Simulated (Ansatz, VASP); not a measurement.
# One calculation of Al2Cu, two programs

INCAR

```
  ALGO = Fast
  EDIFF = 1E-6
  ENCUT = 520
  GGA = PE
  ISIF = 2
  ISMEAR = 0
  LASPH = T
  LCHARG = F
  LREAL = F
  LWAVE = F
  NBANDS = 16
  NELM = 100
  PREC = Accurate
  SIGMA = 0.15
```

The input KPOINTS:

```
k-points
0
Gamma
  14 14 14
```

File POSCAR:

```
Al2Cu
1.0
   -2.1400233179      2.1400233179      2.7468500000
    2.1400233179     -2.1400233179      2.7468500000
    2.1400233179      2.1400233179     -2.7468500000
Al Cu
2 1
Direct
    0.7500000000      0.2500000000      0.5000000000
    0.2500000000      0.7500000000      0.5000000000
    0.5000000000      0.5000000000      0.0000000000
```

Input for Ansatz:

```yaml
crystal:
  lattice:
    - [-2.1400233179, 2.1400233179, 2.74685]
    - [2.1400233179, -2.1400233179, 2.74685]
    - [2.1400233179, 2.1400233179, -2.74685]
  atoms:
    - { symbol: Al, position: [0.75, 0.25, 0.5] }
    - { symbol: Al, position: [0.25, 0.75, 0.5] }
    - { symbol: Cu, position: [0.5, 0.5, 0.0] }
basis:
  ecutwfc: 520.0
kpoints:
  mp_grid: { grid: [14, 14, 14] }
hamiltonian:
  xc: pbe
  pseudopotentials: { kind: paw, azcp: { folder: soft_1 } }
scf:
  occupations: { method: gaussian, width: 0.15 }
output:
  forces: true
  stress: true
  eigenvalues: true
```

Alike in both runs: task single point; functional PBE; k mesh 14 × 14 × 14; occupations gaussian, width 0.15 eV; no spin polarisation.

|  | VASP | Ansatz |
| --- | --- | --- |
| version | VASP 6.6.1 | Ansatz 0.2.0 |
| potentials or method | VASP PAW PBE potentials, release 64 (Al, Cu), cutoff 520 eV | scalar-relativistic, plane waves, PAW |
| valence electrons in the cell | 17 | 25 |

|  | VASP | Ansatz | Ansatz less VASP |
| --- | --- | --- | --- |
| gap on the k mesh at the Fermi level (eV) | none | none | - |
| pressure (GPa) | -2.5 | -2.8 | -0.28 |
| traceless stress, the component that is largest in VASP (GPa) | 5.93 | 6.03 | +0.101 |

A gap of «none» marks a metal or a gap that the smearing closes. VASP's potentials hold 17 valence electrons a cell and Ansatz's 25, so a difference there can come from the potentials and not from the codes.
